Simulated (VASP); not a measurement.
Write the native input for VASP 6.6.1 that does the following.

```yaml
Task: single point
Functional: LDA
Potentials_or_basis: VASP PAW LDA potentials, release 64 (Al)
Cutoff: 520 eV
k_mesh: 11 × 11 × 3
Occupations: methfessel-paxton, width 0.05 eV
Spin: no spin polarisation
Dipole_correction: no
Further_INCAR_settings: ALGO = Normal; EDIFF = 1e-06; NBANDS = 14
```

The structure of Al lies in POSCAR:

```
Al
1.0
    2.8270770000      0.0000000000      0.0000000000
   -1.4135390000      2.4483210000      0.0000000000
    0.0000000000      0.0000000000      9.1859930000
Al
4
Direct
    0.0000000000      0.0000000000      0.0000000000
    0.3333333333      0.6666666667      0.2500000000
    0.0000000000      0.0000000000      0.5000000000
    0.6666666667      0.3333333333      0.7500000000
```

One way to write it, as run:

INCAR

```
SYSTEM = Al
  PREC = Accurate
  ENCUT = 520
  EDIFF = 1E-6
  ISMEAR = 1
  SIGMA = 0.05
  LREAL = .FALSE.
  LASPH = .TRUE.
  NELM = 60
  ALGO = Normal
  ISIF = 2
  LWAVE = .FALSE.
  LCHARG = .TRUE.
  GGA = CA
  LELF = .TRUE.
  LVHAR = .TRUE.
  NBANDS = 14
```

KPOINTS

```
Automatic mesh
0
G
  11 11 3
  0 0 0
```

Potentials or basis: VASP PAW LDA potentials, release 64 (Al).

Launch:

```bash
$ cat potpaw_LDA.64/Al/POTCAR > POTCAR
$ mpirun -np 1 vasp_std > vasp.out
```

It gave:

| Item | Value |
| --- | --- |
| Pressure | 0.2 GPa |
| Band gap on the k mesh | zero (band 6 reaches 12.18 eV, above the bottom of band 7 at 6.23 eV) |

Run time: 27 s on 1 thread of Intel Xeon 8259CL, on a shared host, peak memory 0.16 GiB.
